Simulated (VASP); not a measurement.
Crystal: Be2ZnO3.

```xyz
6
Lattice="4.7445 0.0000 0.0000 -2.3723 4.1089 0.0000 0.0000 0.0000 2.6353" Properties=species:S:1:pos:R:3 pbc="T T T"
Be    0.0000    2.7392    0.0000
Be    2.3723    1.3696    0.0000
Zn    0.0000    0.0000    0.0000
O     2.3723    0.0000    1.3176
O     1.1861    2.0544    1.3176
O    -1.1861    2.0544    1.3176
```

The cell was built from a structure type or drawn by symmetry, and may not be a known phase.

- Program: VASP 6.6.1
- Task: relaxation of cell and atoms
- Functional: PBE
- Potentials or basis: VASP PAW PBE potentials, release 64 (Be, Zn, O)
- Cutoff: 600 eV
- k mesh: 6 × 6 × 6
- Occupations: gaussian, width 0.1 eV
- Spin: no spin polarisation

At the start: pressure -7.4 GPa; volume 8.56 Å³/atom.

Q: Where does the relaxation end?

A: Over 6 steps the energy falls by 126.3 meV/atom and the volume is 8.24 Å³/atom (-3.7 %); space group P6/mmm (No. 191, to 0.1 Å) before and after.

The path:
```
step  energy change (eV)  largest force (eV/Å)  pressure (GPa)  volume (Å³)
   1              0.0000                0.0000           -7.43        51.37
   2             -0.7330                0.0000            4.98        48.11
   3             -0.7482                0.0000            2.25        48.62
   4             -0.7490                0.0000            2.79        48.52
   5             -0.7487                0.0000            3.11        48.46
   6             -0.7579                0.0000           -0.19        49.47
```

Final structure:
```
CELL_PARAMETERS angstrom
4.91370 0.00000 0.00000
-2.45685 4.25538 0.00000
0.00000 0.00000 2.36588
ATOMIC_POSITIONS crystal
Be 0.33333 0.66667 0.00000
Be 0.66667 0.33333 0.00000
Zn 0.00000 0.00000 0.00000
O 0.50000 0.00000 0.50000
O 0.50000 0.50000 0.50000
O 0.00000 0.50000 0.50000
```

Caveat: the k points lie up to 0.44 Å⁻¹ apart in the final cell, too coarse for converged energies and pressures of a metal.
